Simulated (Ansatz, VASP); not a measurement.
# One calculation of MnS, two programs

Contents of INCAR:

```
SYSTEM = MnS
PREC = Accurate
ENCUT = 520
EDIFF = 1E-6
ISMEAR = 0
SIGMA = 0.05
LREAL = .FALSE.
LASPH = .TRUE.
NELM = 80
ALGO = Normal
ISIF = 2
LWAVE = .FALSE.
LCHARG = .FALSE.
GGA = PE
NBANDS = 16
```

Contents of KPOINTS:

```
regular mesh
0
G
  12 12 12
  0 0 0
```

Contents of POSCAR:

```
MnS
1.0
    0.0000000000      2.5431237759      2.5431237759
    2.5431237759      0.0000000000      2.5431237759
    2.5431237759      2.5431237759      0.0000000000
Mn S
1 1
Direct
    0.0000000000      0.0000000000      0.0000000000
    0.5000000000      0.5000000000      0.5000000000
```

Input for Ansatz:

```yaml
crystal:
  lattice:
    - [0.0, 2.5431237759, 2.5431237759]
    - [2.5431237759, 0.0, 2.5431237759]
    - [2.5431237759, 2.5431237759, 0.0]
  atoms:
    - { symbol: Mn, position: [0.0, 0.0, 0.0] }
    - { symbol: S, position: [0.5, 0.5, 0.5] }
basis:
  ecutwfc: 420
  ecutrho_ratio: 4
kpoints:
  mp_grid: { grid: [12, 12, 12] }
hamiltonian:
  xc: pbe
scf:
  occupations: { method: gaussian, width: 0.05 }
output:
  forces: true
  stress: true
  eigenvalues: true
```

Alike in both runs: task single point; functional PBE; k mesh 12 × 12 × 12; occupations gaussian, width 0.05 eV; no spin polarisation.

|  | VASP | Ansatz |
| --- | --- | --- |
| version | VASP 6.6.1 | Ansatz 0.2.0 |
| potentials or method | VASP PAW PBE potentials, release 64 (Mn_pv, S), cutoff 520 eV | scalar-relativistic, plane waves, PAW |
| valence electrons in the cell | 19 | 21 |

|  | VASP | Ansatz | Ansatz less VASP |
| --- | --- | --- | --- |
| gap on the k mesh at the Fermi level (eV) | none | none | - |
| pressure (GPa) | -21.2 | -21.4 | -0.19 |

A gap of «none» marks a metal or a gap that the smearing closes. The functional is the same, so the differences come from potentials, cutoffs and numerics. VASP's potentials hold 19 valence electrons a cell and Ansatz's 21, so a difference there can come from the potentials and not from the codes.
